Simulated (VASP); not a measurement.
Input of a VASP 6.6.1 run:

Contents of INCAR:

```
SYSTEM = Sb
ALGO = Normal ; DIPOL = 0.5 0.5 0.327
EDIFF = 1E-6 ; ENCUT = 520
GGA = CA ; IDIPOL = 3
ISIF = 2 ; ISMEAR = 0
LASPH = .True. ; LCHARG = .False.
LDIPOL = .True. ; LREAL = .False.
LWAVE = .False. ; NBANDS = 18
NELM = 80 ; PREC = Accurate
SIGMA = 0.01
```

The input KPOINTS:

```
k-points
0
Gamma
  6 6 1
  0 0 0
```

Contents of POSCAR:

```
Sb
1.0
    5.1294278169      0.0000000000      0.0000000000
    0.0000000000      4.2400752000      0.0000000000
    0.0000000000      0.0000000000     29.0216962420
Sb
4
Direct
    0.0594220751      0.0000000000      0.3752152672
    0.4405779249      0.5000000000      0.3752152672
    0.5594220751      0.5000000000      0.2794673482
    0.9405779249      0.0000000000      0.2794673482
```

Potentials or basis: VASP PAW LDA potentials, release 64 (Sb).

The run is started by

```sh
$ cat potpaw_LDA.64/Sb/POTCAR > POTCAR
$ mpirun -np 1 vasp_std > vasp.out
```

**Question.** What does it give for the band gap on the k mesh?

**Answer.** 0.52 eV, indirect (least direct gap 0.64 eV).

**Question.** Estimate the largest force.

**Answer.** 0.129 eV/Å.

Forces on the atoms (eV/Å):
```
Sb  -0.077  0.000 -0.103
Sb   0.077  0.000 -0.103
Sb  -0.077  0.000  0.103
Sb   0.077  0.000  0.103
```

Caveat: spin-orbit coupling is left out, which moves the levels of the heavy elements.
